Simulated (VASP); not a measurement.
# AlRu: single point with PBE

The system is AlRu.

```
Al Ru
1.0
     2.91111    0.00000    0.00000
     0.00000    2.91111    0.00000
     0.00000    0.00000    2.91111
Al Ru
1 1
Direct
  0.00000 0.00000 0.00000
  0.50000 0.50000 0.50000
```

This cell differs from its parent crystal: volume scaled by 0.91.

| Property | Result |
| --- | --- |
| Program | VASP 6.6.1 |
| Task | single point |
| Functional | PBE |
| Potentials or basis | VASP PAW PBE potentials, release 64 (Al, Ru_pv) |
| Cutoff | 520 eV |
| k mesh | 14 × 14 × 14 |
| Occupations | gaussian, width 0.1 eV |
| Spin | no spin polarisation |

The pressure is 23.6 GPa.

Levels at points of the mesh, in eV from the Fermi level:
| k point | band 7 | band 8 | band 9 | band 10 | band 11 | band 12 |
| --- | --- | --- | --- | --- | --- | --- |
| (0.00, 0.00, 0.00) | 0.21 | 0.21 | 0.21 | 6.49 | 6.49 | 6.49 |
| (0.50, 0.00, 0.00) | -1.78 | -1.78 | 0.50 | 2.62 | 7.38 | 11.47 |
| (0.50, 0.50, 0.00) | -1.41 | -1.33 | -1.33 | 1.75 | 5.89 | 7.11 |
| (0.50, 0.50, 0.50) | 1.86 | 1.86 | 3.09 | 4.35 | 4.35 | 4.35 |

Run time: 30 s on 1 thread of Intel Xeon 8259CL, on a shared host, peak memory 0.17 GiB.
